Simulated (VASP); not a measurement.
The system is NaBe4.

```
CELL_PARAMETERS angstrom
2.45607 0.00000 0.00000
-1.22804 2.12702 0.00000
0.00000 0.00000 10.21047
ATOMIC_POSITIONS crystal
Na 0.00000 0.00000 0.00000
Be 0.33333 0.66667 0.75002
Be 0.33333 0.66667 0.41631
Be 0.66667 0.33333 0.24998
Be 0.66667 0.33333 0.58369
```

The cell was generated, and may not be a known phase.

- Program: VASP 6.6.1
- Task: relaxation of cell and atoms
- Functional: PBE
- Potentials or basis: VASP PAW PBE potentials, release 64 (Na_pv, Be)
- Cutoff: 600 eV
- k mesh: 12 × 12 × 2
- Occupations: gaussian, width 0.1 eV
- Spin: no spin polarisation

At the start: pressure 0.1 GPa; volume 10.67 Å³/atom.

**Question.** Where does the relaxation end?

**Answer.** Over 10 steps the energy falls by 8.0 meV/atom and the volume is 10.56 Å³/atom (-1.0 %); space group P-3m1 (No. 164, to 0.1 Å) before and after.

Step by step:
```tsv
step	energy change (eV)	largest force (eV/Å)	pressure (GPa)	volume (Å³)
1	0.0000	0.2583	0.09	53.34
2	-0.0331	0.1237	-0.36	53.38
3	-0.0369	0.0596	-0.47	53.38
4	-0.0369	0.0609	-0.47	53.38
5	-0.0380	0.0560	-0.09	53.12
6	-0.0384	0.0604	0.08	52.97
7	-0.0385	0.0694	0.44	52.65
8	-0.0386	0.0650	0.21	52.81
9	-0.0394	0.0469	0.15	52.80
10	-0.0399	0.0137	-0.07	52.78
```

Final structure:
```
Na Be
1.0
     2.42319    0.00000    0.00000
    -1.21159    2.09854    0.00000
     0.00000    0.00000   10.37944
Na Be
1 4
Direct
  0.00000 0.00000 0.00000
  0.33333 0.66667 0.75481
  0.33333 0.66667 0.41495
  0.66667 0.33333 0.24519
  0.66667 0.33333 0.58505
```
